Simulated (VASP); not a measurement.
A run of VASP 6.6.1:

INCAR

```
  ALGO = Normal
  EDIFF = 1E-6
  ENCUT = 520
  GGA = PS
  ISIF = 2
  ISMEAR = -1
  LASPH = T
  LCHARG = F
  LREAL = F
  LWAVE = F
  NBANDS = 20
  NELM = 80
  PREC = Accurate
  SIGMA = 0.1
```

File KPOINTS:

```
k-points
0
Gamma
  14 14 8
```

POSCAR

```
Ga
1.0
    3.0038036457      0.0000000000      0.0000000000
   -1.5019018229      2.6013702651      0.0000000000
    0.0000000000      0.0000000000      4.7511613024
Ga
2
Direct
    0.3333333333      0.6666666667      0.2500000000
    0.6666666667      0.3333333333      0.7500000000
```

Potentials or basis: VASP PAW PBE potentials, release 64 (Ga_d).

The run is started by

```bash
$ cat potpaw_PBE.64/Ga_d/POTCAR > POTCAR
$ mpirun -np 1 vasp_std > vasp.out
```

Hardware: 1 thread of Intel Xeon 8259CL (shared host).

Question: How long does it take, and how much memory?

Answer: Run time: 99 s on 1 thread of Intel Xeon 8259CL, on a shared host, peak memory 0.2 GiB. Counts: scf iterations 11, k points 120.
